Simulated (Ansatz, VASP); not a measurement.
**HgTe in VASP and in Ansatz**

```xyz
2
Lattice="0.0000 3.2235 3.2235 3.2235 0.0000 3.2235 3.2235 3.2235 0.0000" Properties=species:S:1:pos:R:3 pbc="T T T"
Hg    0.0000    0.0000    0.0000
Te    4.8353    4.8353    4.8353
```

Alike in both runs: task single point; functional r2SCAN; k mesh 14 × 14 × 14; occupations gaussian, width 0.15 eV; no spin polarisation.

|  | VASP | Ansatz |
| --- | --- | --- |
| version | VASP 6.6.1 | Ansatz 0.2.0 |
| potentials or method | VASP PAW PBE potentials, release 64 (Hg, Te), cutoff 520 eV | scalar-relativistic, plane waves, PAW |
| valence electrons in the cell | 18 | 36 |

Ansatz gave:

| Property | Result |
| --- | --- |
| gap on the k mesh at the Fermi level (eV) | none |
| pressure (GPa) | 2.7 |

**Question.** What did VASP give for the same quantities?

**Answer.** gap on the k mesh at the Fermi level (eV): none; pressure (GPa): 2.8.

VASP's potentials were made for PBE, not for r2SCAN. A gap of «none» marks a metal or a gap that the smearing closes. The functional is the same, so the differences come from potentials, cutoffs and numerics. VASP's potentials hold 18 valence electrons a cell and Ansatz's 36, so a difference there can come from the potentials and not from the codes.

Neither program's run includes spin-orbit coupling.
